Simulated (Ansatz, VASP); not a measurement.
## One calculation of Si3N4, two programs

```
CELL_PARAMETERS angstrom
0.00000 3.89427 3.89427
3.89427 0.00000 3.89427
3.89427 3.89427 0.00000
ATOMIC_POSITIONS crystal
Si 0.62500 0.62500 0.12500
Si 0.62500 0.12500 0.62500
Si 0.12500 0.62500 0.62500
Si 0.62500 0.62500 0.62500
Si 0.25000 0.25000 0.25000
Si 0.00000 0.00000 0.00000
N 0.86754 0.86754 0.86754
N 0.85262 0.38246 0.38246
N 0.38246 0.38246 0.85262
N 0.38246 0.85262 0.38246
N 0.86754 0.86754 0.39738
N 0.86754 0.39738 0.86754
N 0.38246 0.38246 0.38246
N 0.39738 0.86754 0.86754
```

Alike in both runs: functional PBE; k mesh 6 × 6 × 6; occupations gaussian, width 0.02 eV; no spin polarisation.

Ansatz relaxed the structure, and its values are those at the end. VASP's run is a single point on that final structure, the one shown.

```csv
,VASP,Ansatz
version,VASP 6.6.1,Ansatz 0.2.0
potentials or method,"VASP PAW PBE potentials, release 64 (Si, N), cutoff 520 eV","scalar-relativistic, plane waves, PAW"
valence electrons in the cell,64,64
```

VASP gave:

| Quantity | Value |
| --- | --- |
| gap on the k mesh at the Fermi level (eV) | 3.33 |
| least direct gap on the mesh (eV) | 3.37 |
| pressure (GPa) | -0.1 |
| rms of the force components (eV/Å) | 0.004 |

**Question.** Estimate Ansatz's values.

**Answer.** gap on the k mesh at the Fermi level (eV): 3.34; least direct gap on the mesh (eV): 3.38; pressure (GPa): 0.0; rms of the force components (eV/Å): 0.000.

With one functional, cell and mesh, what is left measures potentials, basis and numerics.
